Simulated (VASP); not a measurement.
# MoIO (P4/nmm) in VASP: single point with r2SCAN

Aim: the single point of MoIO with r2SCAN.

Everything below comes from runs of VASP 6.6.1. Logs are shortened: lines on timing, memory, paths and dates and some standing lists are left out, and cuts for length are marked.

## (1) The cell of the first run

Symmetry: P4/nmm, No. 129, tetragonal system. Conventional cell: a = 3.952 Å, b = 3.952 Å, c = 8.969 Å, α = 90.00°, β = 90.00°, γ = 90.00°. Within 3.0 Å of O (site symmetry -4m2) lie 4 Mo at 2.30 Å and 4 O at 2.79 Å. Within 3.0 Å of Mo (site symmetry 4mm) lie 4 O at 2.30 Å. Within 4.4 Å of I (site symmetry 4mm) lie 5 Mo at 3.32 to 4.14 Å and 4 O at 3.56 Å and 8 I at 3.95 to 4.14 Å.

## (2) Single point, r2SCAN

POSCAR

```
MoIO
1.0
    3.9523664000      0.0000000000      0.0000000000
    0.0000000000      3.9523664000      0.0000000000
    0.0000000000      0.0000000000      8.9691693100
O Mo I
2 2 2
Direct
    0.0000000000      0.0000000000      0.0000000000
    0.5000000000      0.5000000000      0.0000000000
    0.0000000000      0.5000000000      0.1311000000
    0.5000000000      0.0000000000      0.8689000000
    0.0000000000      0.5000000000      0.6699000000
    0.5000000000      0.0000000000      0.3301000000
```

INCAR.step1

```
  PREC = Accurate
  ENCUT = 520
  ISMEAR = -5
  SIGMA = 0.0164
  LREAL = False
  LASPH = True
  NELM = 100
  LMAXMIX = 4
  NBANDS = 36
  GGA = PE
  ALGO = Normal
  EDIFF = 1E-4
  LWAVE = True
  LCHARG = False
```

INCAR.step2

```
  PREC = Accurate
  ENCUT = 520
  EDIFF = 1E-6
  ISMEAR = 1
  SIGMA = 0.0164
  LREAL = False
  LASPH = True
  NELM = 100
  ALGO = Normal
  ISIF = 2
  LWAVE = False
  LCHARG = False
  LMAXMIX = 4
  METAGGA = R2SCAN
  LMIXTAU = True
  LORBIT = 11
  NBANDS = 36
  ISTART = 1
```

KPOINTS

```
Automatic mesh
0
Gamma
  7 7 3
```

Potentials or basis: VASP PAW PBE potentials, release 64 (O, Mo_sv, I).

On the command line:

```bash
$ cat potpaw_PBE.64/O/POTCAR potpaw_PBE.64/Mo_sv/POTCAR potpaw_PBE.64/I/POTCAR > POTCAR
$ cp INCAR.step1 INCAR
$ mpirun -np 1 vasp_std > vasp.out
$ cp INCAR.step2 INCAR
$ mpirun -np 1 vasp_std > vasp.out
```

OUTCAR:

```text
PREC = Accurate
   ENCUT = 520
   EDIFF = 1E-6
   ISMEAR = 1
   LREAL = False
   LASPH = True
   NELM = 100
   ISIF = 2
   METAGGA = R2SCAN
   LORBIT = 11
   ISTART = 1

 ion  position               nearest neighbor table
   1  0.000  0.000  0.000-   3 2.30   4 2.30   3 2.30   4 2.30
   2  0.500  0.500  0.000-   3 2.30   4 2.30   4 2.30   3 2.30
   3  0.000  0.500  0.131-   1 2.30   2 2.30   1 2.30   2 2.30   6 3.32   6 3.32   6 3.32   6 3.32

   4  0.500  0.000  0.869-   1 2.30   2 2.30   2 2.30   1 2.30   5 3.32   5 3.32   5 3.32   5 3.32

   5  0.000  0.500  0.670-   4 3.32   4 3.32   4 3.32   4 3.32
   6  0.500  0.000  0.330-   3 3.32   3 3.32   3 3.32   3 3.32

  LATTYP: Found a simple tetragonal cell.
 ALAT       =     3.9523664000
 C/A-ratio  =     2.2693162532

  Lattice vectors:

 A1 = (   3.9523664000,   0.0000000000,   0.0000000000)
 A2 = (   0.0000000000,   3.9523664000,   0.0000000000)
 A3 = (   0.0000000000,   0.0000000000,   8.9691693100)

Analysis of symmetry for initial positions (statically):
=====================================================================
 Subroutine PRICEL returns:
 Original cell was already a primitive cell.

 Routine SETGRP: Setting up the symmetry group for a
 simple tetragonal supercell.

 Subroutine GETGRP returns: Found 16 space group operations
 (whereof  8 operations were pure point group operations)
 out of a pool of 16 trial point group operations.

The static configuration has the point symmetry D_2d.
 The point group associated with its full space group is D_4h.

Analysis of symmetry for dynamics (positions and initial velocities):
=====================================================================
 Subroutine PRICEL returns:
 Original cell was already a primitive cell.

 Routine SETGRP: Setting up the symmetry group for a
 simple tetragonal supercell.

 Subroutine GETGRP returns: Found 16 space group operations
 (whereof  8 operations were pure point group operations)
 out of a pool of 16 trial point group operations.

The dynamic configuration has the point symmetry D_2d.
 The point group associated with its full space group is D_4h.

 Subroutine INISYM returns: Found 16 space group operations
 (whereof  8 operations are pure point group operations),
 and found     1 'primitive' translations

----------------------------------------------------------------------------------------

                                     Primitive cell

  volume of cell :     140.1092

  direct lattice vectors                    reciprocal lattice vectors
     3.952366400  0.000000000  0.000000000     0.253012980  0.000000000  0.000000000
     0.000000000  3.952366400  0.000000000     0.000000000  0.253012980  0.000000000
     0.000000000  0.000000000  8.969169310     0.000000000  0.000000000  0.111493045

  length of vectors
     3.952366400  3.952366400  8.969169310     0.253012980  0.253012980  0.111493045

  position of ions in fractional coordinates (direct lattice)
     0.000000000  0.000000000  0.000000000
     0.500000000  0.500000000  0.000000000
     0.000000000  0.500000000  0.131100000
     0.500000000  0.000000000  0.868900000
     0.000000000  0.500000000  0.669900000
     0.500000000  0.000000000  0.330100000

  ion indices of the primitive-cell ions
   primitive index   ion index
                 1           1
                 2           2
                 3           3
                 4           4
                 5           5
                 6           6

----------------------------------------------------------------------------------------

 KPOINTS: Automatic mesh

Automatic generation of k-mesh.
 Grid dimensions read from file:
 generate k-points for:    7    7    3

 Generating k-lattice:

  Cartesian coordinates                     Fractional coordinates (reciprocal lattice)
     0.036144711  0.000000000  0.000000000     0.142857143  0.000000000  0.000000000
     0.000000000  0.036144711  0.000000000     0.000000000  0.142857143  0.000000000
     0.000000000  0.000000000  0.037164348     0.000000000  0.000000000  0.333333333

  Length of vectors
     0.036144711  0.036144711  0.037164348

  Shift w.r.t. Gamma in fractional coordinates (k-lattice)
     0.000000000  0.000000000  0.000000000

 Subroutine IBZKPT returns following result:
 ===========================================

 Found     20 irreducible k-points:

 Following reciprocal coordinates:
            Coordinates               Weight
  0.000000  0.000000  0.000000      1.000000
  0.142857  0.000000  0.000000      4.000000
  0.285714  0.000000  0.000000      4.000000
  0.428571  0.000000  0.000000      4.000000
  0.142857  0.142857  0.000000      4.000000
  0.285714  0.142857  0.000000      8.000000
[... 12 lines left out ...]
  0.428571  0.285714  0.333333     16.000000
  0.428571  0.428571  0.333333      8.000000
   k-points           NKPTS =     20   k-points in BZ     NKDIM =     20   number of bands    NBANDS=     36
   number of dos      NEDOS =    301   number of ions     NIONS =      6
   total plane-waves  NPLWV =  63000
   dimension x,y,z NGX =    30 NGY =   30 NGZ =   70
   dimension x,y,z NGXF=    60 NGYF=   60 NGZF=  140
   ions per type =               2   2   2
   NGX,Y,Z   is equivalent  to a cutoff of  12.62, 12.62, 12.97 a.u.
   NGXF,Y,Z  is equivalent  to a cutoff of  25.24, 25.24, 25.95 a.u.
 SYSTEM =  unknown system
   PREC   = accura    normal or accurate (medium, high low for compatibility)
   ISTART =      1    job   : 0-new  1-cont  2-samecut
   ICHARG =      0    charge: 1-file 2-atom 10-const
   ISPIN  =      1    spin polarized calculation?
   LNONCOLLINEAR =      F non collinear calculations
   LSORBIT =      F    spin-orbit coupling
   LASPH  =      T    aspherical Exc in radial PAW
   ENCUT  =  520.0 eV  38.22 Ry    6.18 a.u.   7.35  7.35 16.68*2*pi/ulx,y,z
   NELM   =    100;   NELMIN=  2; NELMDL=  0     # of ELM steps
   EDIFF  = 0.1E-05   stopping-criterion for ELM
   LREAL  =      F    real-space projection
   EDIFFG = 0.1E-04   stopping-criterion for IOM
   NSW    =      0    number of steps for IOM
   IBRION =     -1    ionic relax: 0-MD 1-quasi-New 2-CG
   NFREE  =      0    steps in history (QN), initial steepest desc. (CG)
   ISIF   =      2    stress and relaxation
   ISYM   =      2    0-nonsym 1-usesym 2-fastsym
   POTIM  = 0.5000    time-step for ionic-motion
   TEBEG  =    0.0;   TEEND  =   0.0 temperature during run
   PSTRESS=    0.0 pullay stress
   NELECT =      54.0000    total number of electrons
   NUPDOWN=      -1.0000    fix difference up-down
   EMIN   =  10.00;   EMAX   =-10.00  energy-range for DOS
   EFERMI =   0.00;   METHOD = LEGACY
   ISMEAR =     1;   SIGMA  =   0.02  broadening in eV -4-tet -1-fermi 0-gaus
   EFERMI_NEDOS =   21; number of points for ismear=-14 and -15
   IALGO  =     38    algorithm
   IMIX   =      4    mixing-type and parameters
     AMIX     =   0.40;   BMIX     =  1.00
     AMIX_MAG =   1.60;   BMIX_MAG =  1.00
  volume/ion in A,a.u.               =      23.35       157.58
  Fermi-wavevector in a.u.,A,eV,Ry     =   1.191381  2.251383 19.311944  1.419388
  Thomas-Fermi vector in A             =   2.327444
   LORBIT       =     11    0 simple, 1 ext, 2 COOP (PROOUT), +10 PAW based schemes
   METAGGA = R2SCAN    functional components
   LHFCALC =     F    Hartree Fock is set to
   AEXX    =    0.0000 exact exchange contribution
   IVDW    =     0    specifies the selected vdW correction
   LEPSILON=     F    determine dielectric tensor
   LRPA    =     F    only Hartree local field effects (RPA)
 non-spin polarized calculation
 Methfessel and Paxton  Order N= 1 SIGMA  =   0.02
  energy-cutoff  :      520.00
  volume of cell :      140.11
 maximum number of plane-waves:      3841
 NGX is ok and might be reduce to    30

 number of electron      54.0000007 magnetization

 Free energy of the ion-electron system (eV)
  ---------------------------------------------------
  ext. energy  EPLUGINS =         0.00000000
  ---------------------------------------------------
  free energy    TOTEN  =      -114.12503771 eV

  energy without entropy =     -114.12484591  energy(sigma->0) =     -114.12497378

 E-fermi :   5.6021     XC(G=0): -10.1750

 val. band max:        5.5982119988   @ k =   0.2857   0.0000   0.3333
 cond. band min:       5.6093358329   @ k =   0.4286   0.1429   0.0000
 fundamental gap:      0.0111238341
 Fermi energy:         5.6021127774

 k-point     1 :       0.0000    0.0000    0.0000
  band No.  band energies     occupation
      1     -58.3386      2.00000
      2     -58.3329      2.00000
      3     -31.7447      2.00000
      4     -31.7447      2.00000
      5     -31.7195      2.00000
      6     -31.7195      2.00000
[... 28 lines left out ...]
     35       8.2522      0.00000
     36       9.8107      0.00000

 k-point     2 :       0.1429    0.0000    0.0000
  band No.  band energies     occupation
      1     -58.3382      2.00000
      2     -58.3330      2.00000
      3     -31.7495      2.00000
      4     -31.7431      2.00000
      5     -31.7272      2.00000
      6     -31.7204      2.00000
[... 28 lines left out ...]
     35       8.9400      0.00000
     36      10.0807      0.00000

 k-point     3 :       0.2857    0.0000    0.0000
  band No.  band energies     occupation
      1     -58.3370      2.00000
      2     -58.3334      2.00000
      3     -31.7596      2.00000
      4     -31.7449      2.00000
      5     -31.7390      2.00000
      6     -31.7233      2.00000
[... 28 lines left out ...]
     35       9.9862      0.00000
     36      10.1682      0.00000

 k-point     4 :       0.4286    0.0000    0.0000
  band No.  band energies     occupation
      1     -58.3355      2.00000
      2     -58.3343      2.00000
      3     -31.7658      2.00000
      4     -31.7607      2.00000
      5     -31.7334      2.00000
      6     -31.7278      2.00000
[... 28 lines left out ...]
     35      10.2259      0.00000
     36      10.4791      0.00000

 k-point     5 :       0.1429    0.1429    0.0000
  band No.  band energies     occupation
      1     -58.3377      2.00000
      2     -58.3331      2.00000
      3     -31.7529      2.00000
      4     -31.7431      2.00000
      5     -31.7337      2.00000
      6     -31.7222      2.00000
[... 499 lines left out ...]
 k-point    18 :       0.2857    0.2857    0.3333
  band No.  band energies     occupation
      1     -58.3358      2.00000
      2     -58.3335      2.00000
      3     -31.7713      2.00000
      4     -31.7632      2.00000
      5     -31.7387      2.00000
      6     -31.7282      2.00000
[... 28 lines left out ...]
     35       9.6780      0.00000
     36      10.1773      0.00000

 k-point    19 :       0.4286    0.2857    0.3333
  band No.  band energies     occupation
      1     -58.3347      2.00000
      2     -58.3340      2.00000
      3     -31.7782      2.00000
      4     -31.7754      2.00000
      5     -31.7353      2.00000
      6     -31.7315      2.00000
[... 28 lines left out ...]
     35       9.1414      0.00000
     36       9.3969      0.00000

 k-point    20 :       0.4286    0.4286    0.3333
  band No.  band energies     occupation
      1     -58.3342      2.00000
      2     -58.3339      2.00000
      3     -31.7860      2.00000
      4     -31.7851      2.00000
      5     -31.7344      2.00000
      6     -31.7330      2.00000
[... 28 lines left out ...]
     35       8.3516      0.00000
     36       8.5214      0.00000

------------------------ aborting loop because EDIFF is reached ----------------------------------------

  FORCE on cell =-STRESS in cart. coord.  units (eV):
  Direction    XX          YY          ZZ          XY          YZ          ZX
  --------------------------------------------------------------------------------------
  -------------------------------------------------------------------------------------
  Total      -17.8229930    -17.8229930    -11.4623707      0.0000000      0.0000000      0.0000000
  in kB     -203.8095830   -203.8095830   -131.0745615      0.0000000      0.0000000      0.0000000
  external PRESSURE =    -179.5645758 kB  Pullay stress =       0.0000000 kB

 VOLUME and BASIS-vectors are now :
 -----------------------------------------------------------------------------
  energy-cutoff  :      520.00
  volume of cell :      140.11
      direct lattice vectors                 reciprocal lattice vectors
     3.952366400  0.000000000  0.000000000     0.253012980  0.000000000  0.000000000
     0.000000000  3.952366400  0.000000000     0.000000000  0.253012980  0.000000000
     0.000000000  0.000000000  8.969169310     0.000000000  0.000000000  0.111493045

 POSITION                                       TOTAL-FORCE (eV/Angst)
 -----------------------------------------------------------------------------------
      0.00000      0.00000      0.00000         0.000000     -0.000000      0.000000
      1.97618      1.97618      0.00000         0.000000      0.000000      0.000000
      0.00000      1.97618      1.17586         0.000000      0.000000     -2.641773
      1.97618      0.00000      7.79331        -0.000000      0.000000      2.641773
      0.00000      1.97618      6.00845         0.000000      0.000000      1.055248
      1.97618      0.00000      2.96072         0.000000     -0.000000     -1.055248
 -----------------------------------------------------------------------------------
    total drift:                                0.000000      0.000000      0.000000

  FREE ENERGIE OF THE ION-ELECTRON SYSTEM (eV)
  ---------------------------------------------------
  free  energy   TOTEN  =      -114.1250377128 eV

  energy  without entropy=     -114.1248459077  energy(sigma->0) =     -114.12497378

 total charge

# of ion       s       p       d       tot
------------------------------------------
    1        1.563   3.353   0.000   4.916
    2        1.563   3.353   0.000   4.916
    3        2.161   6.051   3.591  11.803
    4        2.161   6.051   3.591  11.803
    5        1.519   2.747   0.020   4.286
    6        1.519   2.747   0.020   4.286
--------------------------------------------------
tot         10.484  24.303   7.221  42.008
```

Run time: 5.3 min. Hardware: 1 thread of Intel Xeon Platinum 8488C (Sapphire Rapids), shared host; peak memory 0.31 GiB.

What came out:

* Free energy: -114.1250 eV
* Pressure: -18.0 GPa
* Largest force: 2.642 eV/Å
* Band gap on the k mesh: zero (bands 27 and 28 overlap by 0.48 eV)
* Valence electrons inside the program's atomic spheres: O 4.92; Mo 11.80; I 4.29

Forces on the atoms (eV/Å):
```
O    0.000  0.000  0.000
O    0.000  0.000  0.000
Mo   0.000  0.000 -2.642
Mo   0.000  0.000  2.642
I    0.000  0.000  1.055
I    0.000  0.000 -1.055
```

Stress tensor (GPa, compression positive):
```
-20.38   0.00   0.00
  0.00 -20.38   0.00
  0.00   0.00 -13.11
```

Caveat: the cell stands under tension; the PAW data sets were made with another functional, which shifts forces and pressure a little; spin-orbit coupling is left out, which moves the levels of the heavy elements.
